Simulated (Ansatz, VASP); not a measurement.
This is a calculation of CoNiO2 for VASP 6.6.1.

File INCAR:

```
ALGO = Normal
EDIFF = 1E-6
ENCUT = 520
GGA = PS
ISIF = 2
ISMEAR = -1
ISPIN = 2
LASPH = True
LCHARG = False
LMAXMIX = 4
LORBIT = 11
LREAL = False
LWAVE = False
MAGMOM = 1.26667 2.53333 0 0
NBANDS = 28
NELM = 150
NUPDOWN = 3.8
PREC = Accurate
SIGMA = 0.05
```

The input KPOINTS:

```
k-points
0
Gamma
  7 7 5
```

POSCAR

```
CoNiO2
1.0
    3.0143330000      0.0000000000      0.0000000000
    0.0000000000      3.0143330000      0.0000000000
    0.0000000000      0.0000000000      4.2222850000
Ni Co O
1 1 2
Direct
    0.0000000000      0.0000000000      0.0000000000
    0.5000000000      0.5000000000      0.5000000000
    0.0000000000      0.0000000000      0.5000000000
    0.5000000000      0.5000000000      0.0000000000
```

Potentials or basis: VASP PAW PBE potentials, release 64 (Ni, Co, O).

Launch:

```sh
$ cat potpaw_PBE.64/Ni/POTCAR potpaw_PBE.64/Co/POTCAR potpaw_PBE.64/O/POTCAR > POTCAR
$ mpirun -np 1 vasp_std > vasp.out
```

Task: Translate it to Ansatz 0.2.0. Potentials there: Ansatz PAW.

Result: As run (the cutoff follows the program's own potentials):

The input input.yaml:

```yaml
crystal:
  lattice:
    - [3.014333, 0.0, 0.0]
    - [0.0, 3.014333, 0.0]
    - [0.0, 0.0, 4.222285]
  atoms:
    - { symbol: Ni, position: [0.0, 0.0, 0.0], spin: 1.2666666667 }
    - { symbol: Co, position: [0.5, 0.5, 0.5], spin: 2.5333333333 }
    - { symbol: O, position: [0.0, 0.0, 0.5] }
    - { symbol: O, position: [0.5, 0.5, 0.0] }
hamiltonian:
  xc: pbesol
  pseudopotentials: { kind: paw }
magnetization:
  spin_polarized: true
  initial_magnetization: 3.8
  spin_locking: { lock_magnetization: hard }
kpoints:
  mp_grid: { grid: [7, 7, 5] }
scf:
  occupations: { method: fermi_dirac, width: 0.05 }
  lower_state_search: "off"
output:
  forces: true
  stress: true
  eigenvalues: true
```

Potentials or basis: Ansatz PAW.

Command:

```console
$ ansatz run input.yaml --threads 2 --pin off --max-ram 5632MiB --backend cpu --events-out ev --progress --plain --runs-dir out
```

Both were run:

|  | VASP | Ansatz | Ansatz less VASP |
| --- | --- | --- | --- |
| pressure (GPa) | -15.1 | -15.0 | +0.10 |
| traceless stress, the component that is largest in VASP (GPa) | 0.26 | 0.32 | +0.061 |
| net moment per atom (μB) | 0.95 | 0.95 | 0.000 |
| size of the moment on the site where the two differ most (μB) | 2.26 | 2.18 | -0.082 |

VASP's potentials were made for PBE, not for PBEsol. Site moments also hang on the region over which each program counts them. VASP's potentials hold 31 valence electrons a cell and Ansatz's 47, so a difference there can come from the potentials and not from the codes.
